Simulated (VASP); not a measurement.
Runs of VASP 6.6.1 on Mg. The structure is that of space group Im-3m (No. 229), or close to it. The cells are those of the table. 

```tsv
task	cell	k mesh	cutoff (eV)	gap on the mesh (eV)	pressure (GPa)
single point	a = 3.040 Å, angles 109.5°, 1 atom	14 × 14 × 14	520	none	3.0
single point	a = 3.083 Å, angles 109.5°, 1 atom	14 × 14 × 14	520	none	1.3
single point	a = 3.125 Å, angles 109.5°, 1 atom	14 × 14 × 14	520	none	-0.1
relaxation of cell and atoms	relaxed from a = 3.114 Å, angles 109.5°, 1 atom	12 × 12 × 12	600	none	0.0
single point	a = 3.246 Å, angles 109.5°, 1 atom	14 × 14 × 14	520	none	(b)
single point	a = 3.207 Å, angles 109.5°, 1 atom	14 × 14 × 14	520	none	(a)
single point	a = 3.125 Å, angles 109.5°, 1 atom	12 × 12 × 12	520	none	0.0
```

Alike in all rows: level BLYP; potentials or basis VASP PAW PBE potentials, release 64 (Mg); no spin polarisation; smearing fermi-dirac 0.1 eV.

**Question.** Fill in the values left out.

**Answer.** (a) -2.0; (b) -2.6.

Caveats: the PAW data sets were made with another functional, which shifts forces and pressure a little.

A gap of «none» marks levels without a gap at the run's occupations.
